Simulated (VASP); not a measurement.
# Ga4S: single point with PBE

The system is Ga4S.

```
CELL_PARAMETERS angstrom
4.89091 0.00000 0.00000
0.00000 4.89091 0.00000
0.00000 0.00000 4.89091
ATOMIC_POSITIONS crystal
Ga 0.00000 0.00000 0.00000
Ga 0.50000 0.50000 0.00000
Ga 0.50000 0.00000 0.50000
Ga 0.00000 0.50000 0.50000
S 0.50000 0.50000 0.50000
```

```yaml
Program: VASP 6.6.1
Task: single point
Functional: PBE
Potentials_or_basis: VASP PAW PBE potentials, release 64 (Ga_d, S)
Cutoff: 520 eV
k_mesh: 4 × 4 × 4
Occupations: gaussian, width 0.1 eV
Spin: no spin polarisation
Dipole_correction: no
Further_INCAR_settings: ALGO = Normal; EDIFF = 1e-06; NBANDS = 37
```

```yaml
Pressure: 0.1 GPa
Band_gap_on_the_k_mesh: zero (band 29 reaches 4.71 eV, above the bottom of band 30 at 2.98 eV)
```

Levels at points of the mesh, in eV from the Fermi level:
```csv
k point,band 24,band 25,band 26,band 27,band 28,band 29,band 30,band 31,band 32,band 33
"(0.00, 0.00, 0.00)",-6.13,-6.13,-4.33,-4.33,-1.95,0.23,0.23,0.23,3.09,3.09
"(0.50, 0.00, 0.00)",-5.89,-5.21,-4.65,-4.11,-0.38,-0.38,0.65,1.13,2.43,2.43
"(0.50, 0.50, 0.00)",-5.70,-5.69,-4.35,-0.87,-0.87,0.13,0.82,0.82,1.34,1.34
"(0.50, 0.50, 0.50)",-7.63,-4.92,-2.87,-2.87,-2.87,0.54,0.54,0.54,3.11,3.11
```

Run time: 14 s on 1 thread of Intel(R) Xeon(R) 6975P-C (Granite Rapids), on a shared host, peak memory 0.21 GiB.
